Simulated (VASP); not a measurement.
Input of a VASP 6.6.1 run:

File INCAR:

```
SYSTEM = TiH
ALGO = Normal
EDIFF = 1E-6
ENCUT = 520
ISIF = 2
ISMEAR = -1
LASPH = .True.
LCHARG = .False.
LREAL = .False.
LWAVE = .False.
NBANDS = 21
NELM = 60
PREC = Accurate
SIGMA = 0.15
```

The input KPOINTS:

```
k-points
0
Gamma
  8 8 5
  0 0 0
```

The input POSCAR:

```
TiH
1.0
    2.9670103702      0.0000000000      0.0000000000
    0.0000000000      2.9670103702      0.0000000000
    0.0000000000      0.0000000000      4.5983934644
Ti H
2 2
Direct
    0.5000000000      0.0000000000      0.5000000000
    0.0000000000      0.5000000000      0.0000000000
    0.0000000000      0.0000000000      0.2500000000
    0.0000000000      0.0000000000      0.7500000000
```

Potentials or basis: VASP PAW LDA potentials, release 64 (Ti_sv, H).

Command:

```bash
$ cat potpaw_LDA.64/Ti_sv/POTCAR potpaw_LDA.64/H/POTCAR > POTCAR
$ mpirun -np 1 vasp_std > vasp.out
```

Task: What does it give for the band gap on the k mesh?

Result: Zero (bands 13 and 14 overlap by 0.39 eV).

Task: What does it give for the pressure?

Result: -8.5 GPa.

Stress tensor (GPa, compression positive):
```
-8.68  0.00  0.00
 0.00 -8.68  0.00
 0.00  0.00 -8.03
```

Caveat: the cell stands under tension.
